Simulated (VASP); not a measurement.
# Al2O3 (R-3c) in VASP: settings compared

Al2O3 is run at these levels: PBEsol, r2SCAN; tasks: single point.

Program: VASP 6.6.1. These are calculated values, not measurements. Logs are shortened: lines on timing, memory, paths and dates and some standing lists are left out, and cuts for length are marked.

### 1 The cell of the first run

Symmetry: R-3c, No. 167, trigonal system. Conventional cell: a = 4.774 Å, b = 4.774 Å, c = 13.014 Å, α = 90.00°, β = 90.00°, γ = 120.00°. Al (site symmetry 3) has 6 O at 1.86 to 1.97 Å within 2.5 Å. Within 2.5 Å of O (site symmetry 2) lie 4 Al at 1.86 to 1.97 Å.

### 2 Single point, PBEsol

INCAR

```
PREC = Accurate
ENCUT = 520
EDIFF = 1E-6
ISMEAR = -1
SIGMA = 0.05
LREAL = F
LASPH = T
NELM = 60
ALGO = Normal
ISIF = 2
LWAVE = F
LCHARG = T
GGA = PS
LELF = T
LVHAR = T
NBANDS = 35
```

KPOINTS

```
Automatic mesh
0
Gamma
  6 6 6
```

POSCAR

```
Al2O3
1.0
    2.3869660000      1.3781150000      4.3378590000
   -2.3869660000      1.3781150000      4.3378590000
    0.0000000000     -2.7562300000      4.3378590000
Al O
4 6
Direct
    0.3520620000      0.3520620000      0.3520620000
    0.1479380000      0.1479380000      0.1479380000
    0.6479380000      0.6479380000      0.6479380000
    0.8520620000      0.8520620000      0.8520620000
    0.9441460000      0.2500000000      0.5558540000
    0.7500000000      0.4441460000      0.0558540000
    0.4441460000      0.0558540000      0.7500000000
    0.5558540000      0.9441460000      0.2500000000
    0.2500000000      0.5558540000      0.9441460000
    0.0558540000      0.7500000000      0.4441460000
```

Potentials or basis: VASP PAW PBE potentials, release 64 (Al, O).

On the command line:

```sh
$ cat potpaw_PBE.64/Al/POTCAR potpaw_PBE.64/O/POTCAR > POTCAR
$ mpirun -np 1 vasp_std > vasp.out
```

OUTCAR:

```text
PREC = Accurate
   ENCUT = 520
   EDIFF = 1E-6
   ISMEAR = -1
   LREAL = F
   LASPH = T
   NELM = 60
   ISIF = 2
   GGA = PS

 ion  position               nearest neighbor table
   1  0.352  0.352  0.352-   6 1.86   7 1.86  10 1.86   9 1.97   5 1.97   8 1.97   2 2.66   3 2.80
                             3 2.80   3 2.80   2 3.23   2 3.23   2 3.23
   2  0.148  0.148  0.148-  10 1.86   7 1.86   6 1.86   9 1.97   5 1.97   8 1.97   1 2.66   4 2.80
                             4 2.80   4 2.80   1 3.23   1 3.23   1 3.23
   3  0.648  0.648  0.648-   9 1.86   8 1.86   5 1.86   6 1.97  10 1.97   7 1.97   4 2.66   1 2.80
                             1 2.80   1 2.80   4 3.23   4 3.23   4 3.23
   4  0.852  0.852  0.852-   5 1.86   8 1.86   9 1.86   6 1.97  10 1.97   7 1.97   3 2.66   2 2.80
                             2 2.80   2 2.80   3 3.23   3 3.23   3 3.23
   5  0.944  0.250  0.556-   4 1.86   3 1.86   1 1.97   2 1.97
   6  0.750  0.444  0.056-   1 1.86   2 1.86   3 1.97   4 1.97
   7  0.444  0.056  0.750-   1 1.86   2 1.86   3 1.97   4 1.97
   8  0.556  0.944  0.250-   3 1.86   4 1.86   1 1.97   2 1.97
   9  0.250  0.556  0.944-   3 1.86   4 1.86   1 1.97   2 1.97
  10  0.056  0.750  0.444-   2 1.86   1 1.86   3 1.97   4 1.97

  LATTYP: Found a trigonal (rhomboedric) cell.
 ALAT       =     5.1394385240
 COS(alpha) =     0.5685891033

  Lattice vectors:

 A1 = (   2.3869660000,   1.3781150000,   4.3378590000)
 A2 = (  -2.3869660000,   1.3781150000,   4.3378590000)
 A3 = (   0.0000000000,  -2.7562300000,   4.3378590000)

Analysis of symmetry for initial positions (statically):
=====================================================================
 Subroutine PRICEL returns:
 Original cell was already a primitive cell.

 Routine SETGRP: Setting up the symmetry group for a
 trigonal (rhombohedral) supercell.

 Subroutine GETGRP returns: Found 12 space group operations
 (whereof  6 operations were pure point group operations)
 out of a pool of 12 trial point group operations.

The static configuration has the point symmetry S_6 .
 The point group associated with its full space group is D_3d.

Analysis of symmetry for dynamics (positions and initial velocities):
=====================================================================
 Subroutine PRICEL returns:
 Original cell was already a primitive cell.

 Routine SETGRP: Setting up the symmetry group for a
 trigonal (rhombohedral) supercell.

 Subroutine GETGRP returns: Found 12 space group operations
 (whereof  6 operations were pure point group operations)
 out of a pool of 12 trial point group operations.

The dynamic configuration has the point symmetry S_6 .
 The point group associated with its full space group is D_3d.

 Subroutine INISYM returns: Found 12 space group operations
 (whereof  6 operations are pure point group operations),
 and found     1 'primitive' translations

----------------------------------------------------------------------------------------

                                     Primitive cell

  volume of cell :      85.6167

  direct lattice vectors                    reciprocal lattice vectors
     2.386966000  1.378115000  4.337859000     0.209470935  0.120938141  0.076842823
    -2.386966000  1.378115000  4.337859000    -0.209470935  0.120938141  0.076842823
     0.000000000 -2.756230000  4.337859000     0.000000000 -0.241876283  0.076842823

  length of vectors
     5.139438524  5.139438524  5.139438152     0.253789137  0.253789137  0.253789195

  position of ions in fractional coordinates (direct lattice)
     0.352062000  0.352062000  0.352062000
     0.147938000  0.147938000  0.147938000
     0.647938000  0.647938000  0.647938000
     0.852062000  0.852062000  0.852062000
     0.944146000  0.250000000  0.555854000
     0.750000000  0.444146000  0.055854000
     0.444146000  0.055854000  0.750000000
     0.555854000  0.944146000  0.250000000
     0.250000000  0.555854000  0.944146000
     0.055854000  0.750000000  0.444146000

  ion indices of the primitive-cell ions
   primitive index   ion index
                 1           1
                 2           2
                 3           3
                 4           4
                 5           5
                 6           6
                 7           7
                 8           8
                 9           9
                10          10

----------------------------------------------------------------------------------------

 KPOINTS: Automatic mesh

Automatic generation of k-mesh.
 Grid dimensions read from file:
 generate k-points for:    6    6    6

 Generating k-lattice:

  Cartesian coordinates                     Fractional coordinates (reciprocal lattice)
     0.034911823  0.020156357  0.012807137     0.166666667 -0.000000000  0.000000000
    -0.034911823  0.020156357  0.012807137    -0.000000000  0.166666667  0.000000000
     0.000000000 -0.040312714  0.012807137     0.000000000  0.000000000  0.166666667

  Length of vectors
     0.042298190  0.042298190  0.042298199

  Shift w.r.t. Gamma in fractional coordinates (k-lattice)
     0.000000000  0.000000000  0.000000000

 Subroutine IBZKPT returns following result:
 ===========================================

 Found     32 irreducible k-points:

 Following reciprocal coordinates:
            Coordinates               Weight
  0.000000  0.000000  0.000000      1.000000
  0.166667  0.000000  0.000000      6.000000
  0.333333  0.000000  0.000000      6.000000
  0.500000  0.000000  0.000000      3.000000
  0.166667  0.166667  0.000000      6.000000
  0.333333  0.166667  0.000000     12.000000
[... 16 lines left out ...]
  0.500000  0.500000  0.166667      6.000000
 -0.333333  0.500000  0.166667     12.000000
 [... further k-points ...]
   k-points           NKPTS =     32   k-points in BZ     NKDIM =     32   number of bands    NBANDS=     35
   number of dos      NEDOS =    301   number of ions     NIONS =     10
   total plane-waves  NPLWV =  64000
   dimension x,y,z NGX =    40 NGY =   40 NGZ =   40
   dimension x,y,z NGXF=    80 NGYF=   80 NGZF=   80
   ions per type =               4   6
   NGX,Y,Z   is equivalent  to a cutoff of  12.94, 12.94, 12.94 a.u.
   NGXF,Y,Z  is equivalent  to a cutoff of  25.88, 25.88, 25.88 a.u.
 SYSTEM =  unknown system
   PREC   = accura    normal or accurate (medium, high low for compatibility)
   ISTART =      0    job   : 0-new  1-cont  2-samecut
   ICHARG =      2    charge: 1-file 2-atom 10-const
   ISPIN  =      1    spin polarized calculation?
   LNONCOLLINEAR =      F non collinear calculations
   LSORBIT =      F    spin-orbit coupling
   LASPH  =      T    aspherical Exc in radial PAW
   ENCUT  =  520.0 eV  38.22 Ry    6.18 a.u.   9.56  9.56  9.56*2*pi/ulx,y,z
   NELM   =     60;   NELMIN=  2; NELMDL= -5     # of ELM steps
   EDIFF  = 0.1E-05   stopping-criterion for ELM
   LREAL  =      F    real-space projection
   EDIFFG = 0.1E-04   stopping-criterion for IOM
   NSW    =      0    number of steps for IOM
   IBRION =     -1    ionic relax: 0-MD 1-quasi-New 2-CG
   NFREE  =      0    steps in history (QN), initial steepest desc. (CG)
   ISIF   =      2    stress and relaxation
   ISYM   =      2    0-nonsym 1-usesym 2-fastsym
   POTIM  = 0.5000    time-step for ionic-motion
   TEBEG  =    0.0;   TEEND  =   0.0 temperature during run
   PSTRESS=    0.0 pullay stress
   NELECT =      48.0000    total number of electrons
   NUPDOWN=      -1.0000    fix difference up-down
   EMIN   =  10.00;   EMAX   =-10.00  energy-range for DOS
   EFERMI =   0.00;   METHOD = LEGACY
   ISMEAR =    -1;   SIGMA  =   0.05  broadening in eV -4-tet -1-fermi 0-gaus
   EFERMI_NEDOS =   21; number of points for ismear=-14 and -15
   IALGO  =     38    algorithm
   IMIX   =      4    mixing-type and parameters
     AMIX     =   0.40;   BMIX     =  1.00
     AMIX_MAG =   1.60;   BMIX_MAG =  1.00
  volume/ion in A,a.u.               =       8.56        57.78
  Fermi-wavevector in a.u.,A,eV,Ry     =   1.349903  2.550946 24.793042  1.822237
  Thomas-Fermi vector in A             =   2.477451
   LORBIT       =      0    0 simple, 1 ext, 2 COOP (PROOUT), +10 PAW based schemes
   GGA     = PS    functional components
   LHFCALC =     F    Hartree Fock is set to
   AEXX    =    0.0000 exact exchange contribution
   IVDW    =     0    specifies the selected vdW correction
   LEPSILON=     F    determine dielectric tensor
   LRPA    =     F    only Hartree local field effects (RPA)
 non-spin polarized calculation
  energy-cutoff  :      520.00
  volume of cell :       85.62
 maximum number of plane-waves:      2328
 NGX is ok and might be reduce to    40
   NGX = 19   NGY = 19   NGZ = 19

 number of electron      48.0000012 magnetization

 Free energy of the ion-electron system (eV)
  ---------------------------------------------------
  ext. energy  EPLUGINS =         0.00000000
  ---------------------------------------------------
  free energy    TOTEN  =       -78.66431635 eV

  energy without entropy =      -78.66431635  energy(sigma->0) =      -78.66431635

 E-fermi :   7.0285     XC(G=0): -11.9063

 val. band max:        5.9515528312   @ k =   0.0000   0.0000   0.0000
 cond. band min:      11.9911522940   @ k =   0.0000   0.0000   0.0000
 fundamental gap:      6.0395994628
 Fermi energy:         7.0285138812

 k-point     1 :       0.0000    0.0000    0.0000
  band No.  band energies     occupation
      1     -13.2004      2.00000
      2     -10.8448      2.00000
      3     -10.5645      2.00000
      4     -10.5645      2.00000
      5     -10.2404      2.00000
      6     -10.2404      2.00000
[... 27 lines left out ...]
     34      19.4051      0.00000
     35      20.3649      0.00000

 k-point     2 :       0.1667    0.0000    0.0000
  band No.  band energies     occupation
      1     -13.0565      2.00000
      2     -10.9234      2.00000
      3     -10.6440      2.00000
      4     -10.5923      2.00000
      5     -10.3097      2.00000
      6     -10.2510      2.00000
[... 27 lines left out ...]
     34      18.7602      0.00000
     35      20.2526      0.00000

 k-point     3 :       0.3333    0.0000    0.0000
  band No.  band energies     occupation
      1     -12.6469      2.00000
      2     -11.3905      2.00000
      3     -10.6196      2.00000
      4     -10.5891      2.00000
      5     -10.4557      2.00000
      6     -10.3167      2.00000
[... 27 lines left out ...]
     34      19.2202      0.00000
     35      19.3795      0.00000

 k-point     4 :       0.5000    0.0000    0.0000
  band No.  band energies     occupation
      1     -12.0447      2.00000
      2     -12.0447      2.00000
      3     -10.5774      2.00000
      4     -10.5774      2.00000
      5     -10.4471      2.00000
      6     -10.4471      2.00000
[... 27 lines left out ...]
     34      18.5365      0.00000
     35      18.9370      0.00000

 k-point     5 :       0.1667    0.1667    0.0000
  band No.  band energies     occupation
      1     -13.0171      2.00000
      2     -10.9306      2.00000
      3     -10.6812      2.00000
      4     -10.5881      2.00000
      5     -10.3757      2.00000
      6     -10.2252      2.00000
[... 638 lines left out ...]
 k-point    22 :      -0.1667    0.3333    0.1667
  band No.  band energies     occupation
      1     -12.3210      2.00000
      2     -11.3752      2.00000
      3     -10.9528      2.00000
      4     -10.8043      2.00000
      5     -10.4582      2.00000
      6     -10.2927      2.00000
[... 27 lines left out ...]
     34      19.0980      0.00000
     35      19.2467      0.00000

 k-point    23 :       0.5000    0.5000    0.1667
  band No.  band energies     occupation
      1     -12.1699      2.00000
      2     -11.4613      2.00000
      3     -11.1002      2.00000
      4     -10.8631      2.00000
      5     -10.4818      2.00000
      6     -10.1937      2.00000
[... 27 lines left out ...]
     34      19.1309      0.00000
     35      19.4776      0.00000

 k-point    24 :      -0.3333    0.5000    0.1667
  band No.  band energies     occupation
      1     -11.8886      2.00000
      2     -11.5103      2.00000
      3     -11.2515      2.00000
      4     -11.0275      2.00000
      5     -10.4303      2.00000
      6     -10.2188      2.00000
[... 27 lines left out ...]
     34      19.1454      0.00000
     35      19.2909      0.00000

 [... further k-points ...]
[... 5 lines left out ...]
  --------------------------------------------------------------------------------------
  -------------------------------------------------------------------------------------
  Total        0.0473489      0.0473489      0.0299248      0.0000000      0.0000000      0.0000000
  in kB        0.8860588      0.8860582      0.5599945      0.0000000      0.0000000      0.0000000
  external PRESSURE =       0.7773705 kB  Pullay stress =       0.0000000 kB

 VOLUME and BASIS-vectors are now :
 -----------------------------------------------------------------------------
  energy-cutoff  :      520.00
  volume of cell :       85.62
      direct lattice vectors                 reciprocal lattice vectors
     2.386966000  1.378115000  4.337859000     0.209470935  0.120938141  0.076842823
    -2.386966000  1.378115000  4.337859000    -0.209470935  0.120938141  0.076842823
     0.000000000 -2.756230000  4.337859000     0.000000000 -0.241876283  0.076842823

 POSITION                                       TOTAL-FORCE (eV/Angst)
 -----------------------------------------------------------------------------------
      0.00000      0.00000      4.58159        -0.000000     -0.000000      0.002619
      0.00000      0.00000      1.92520        -0.000000     -0.000000     -0.002619
      0.00000      0.00000      8.43199        -0.000000     -0.000000     -0.002619
      0.00000      0.00000     11.08837        -0.000000     -0.000000      0.002619
      1.65690      0.11361      7.59125         0.001728      0.002993     -0.000000
      0.73006      1.49172      5.42232        -0.001728      0.002993      0.000000
      0.92684     -1.37811      5.42232         0.003456     -0.000000     -0.000000
     -0.92684      1.37811      7.59125        -0.003456     -0.000000      0.000000
     -0.73006     -1.49172      7.59125         0.001728     -0.002993     -0.000000
     -1.65690     -0.11361      5.42232        -0.001728     -0.002993     -0.000000
 -----------------------------------------------------------------------------------
    total drift:                               -0.000000      0.000000     -0.000000

  FREE ENERGIE OF THE ION-ELECTRON SYSTEM (eV)
  ---------------------------------------------------
  free  energy   TOTEN  =       -78.6643163502 eV

  energy  without entropy=      -78.6643163502  energy(sigma->0) =      -78.66431635
```

Run time: 55 s. Hardware: 1 thread of Intel Xeon 6975P-C (Granite Rapids), shared host; peak memory 0.26 GiB.

Results:

```yaml
Free_energy: -78.6643 eV
Pressure: 0.1 GPa
Largest_force: 0.003 eV/Å
Band_gap_on_the_k_mesh: 6.04 eV, direct
```

Forces on the atoms (eV/Å):
```
Al   0.000  0.000  0.003
Al   0.000  0.000 -0.003
Al   0.000  0.000 -0.003
Al   0.000  0.000  0.003
O    0.002  0.003  0.000
O   -0.002  0.003  0.000
O    0.003  0.000  0.000
O   -0.003  0.000  0.000
O    0.002 -0.003  0.000
O   -0.002 -0.003  0.000
```

Levels at points of the mesh, in eV from the valence-band top:
```
           k point  band 21  band 22  band 23  band 24  band 25  band 26  band 27  band 28
(0.00, 0.00, 0.00)    -0.50    -0.04    -0.04     0.00     6.04     8.91    10.59    11.34
(0.50, 0.00, 0.00)    -0.91    -0.91    -0.27    -0.27     9.26     9.26     9.48     9.48
(0.50, 0.50, 0.00)    -1.01    -0.91    -0.74    -0.25     9.41     9.55     9.73    10.22
(0.50, 0.50, 0.50)    -0.38    -0.38    -0.38    -0.38     8.48     8.48    10.90    10.90
```

Caveat: the PAW data sets were made with another functional, which shifts forces and pressure a little. A k mesh can miss the band edges.

### 3 Single point, r2SCAN

POSCAR is that of step 2.

INCAR.step1

```
PREC = Accurate
ENCUT = 520
ISMEAR = -1
SIGMA = 0.05
LREAL = False
LASPH = True
NELM = 100
NBANDS = 35
GGA = PE
ALGO = Normal
EDIFF = 1E-4
LWAVE = True
LCHARG = False
```

INCAR.step2

```
PREC = Accurate
ENCUT = 520
EDIFF = 1E-6
ISMEAR = -1
SIGMA = 0.05
LREAL = False
LASPH = True
NELM = 100
ALGO = Normal
ISIF = 2
LWAVE = False
LCHARG = False
METAGGA = R2SCAN
LMIXTAU = True
NBANDS = 35
ISTART = 1
```

KPOINTS is that of step 2.

Potentials or basis: VASP PAW PBE potentials, release 64 (Al, O).

On the command line:

```sh
$ cat potpaw_PBE.64/Al/POTCAR potpaw_PBE.64/O/POTCAR > POTCAR
$ cp INCAR.step1 INCAR
$ mpirun -np 1 vasp_std > vasp.out
$ cp INCAR.step2 INCAR
$ mpirun -np 1 vasp_std > vasp.out
```

Run time: 4.5 min. Hardware: 1 thread of Intel Xeon 6975P-C (Granite Rapids), shared host; peak memory 0.28 GiB.

The run converged. Its results:

- Free energy: -96.2641 eV
- Pressure: -2.4 GPa
- Largest force: 0.029 eV/Å
- Band gap on the k mesh: 7.04 eV, direct

Forces in eV/Å, atoms in the order of the input:
```
Al   0.000  0.000 -0.029
Al   0.000  0.000  0.029
Al   0.000  0.000  0.029
Al   0.000  0.000 -0.029
O   -0.014 -0.025  0.000
O    0.014 -0.025  0.000
O   -0.029  0.000  0.000
O    0.029  0.000  0.000
O   -0.014  0.025  0.000
O    0.014  0.025  0.000
```

Stress tensor (GPa, compression positive):
```
-2.63  0.00  0.00
 0.00 -2.63  0.00
 0.00  0.00 -2.07
```

Levels at points of the mesh, in eV from the valence-band top:
```csv
k point,band 22,band 23,band 24,band 25,band 26,band 27
"(0.00, 0.00, 0.00)",-0.05,-0.05,0.00,7.04,10.03,11.85
"(0.50, 0.00, 0.00)",-0.92,-0.29,-0.29,10.33,10.33,10.63
"(0.50, 0.50, 0.00)",-0.91,-0.77,-0.26,10.52,10.69,10.80
"(0.50, 0.50, 0.50)",-0.40,-0.40,-0.40,9.53,9.53,12.10
```

Caveat: the PAW data sets were made with another functional, which shifts forces and pressure a little. A k mesh can miss the band edges.
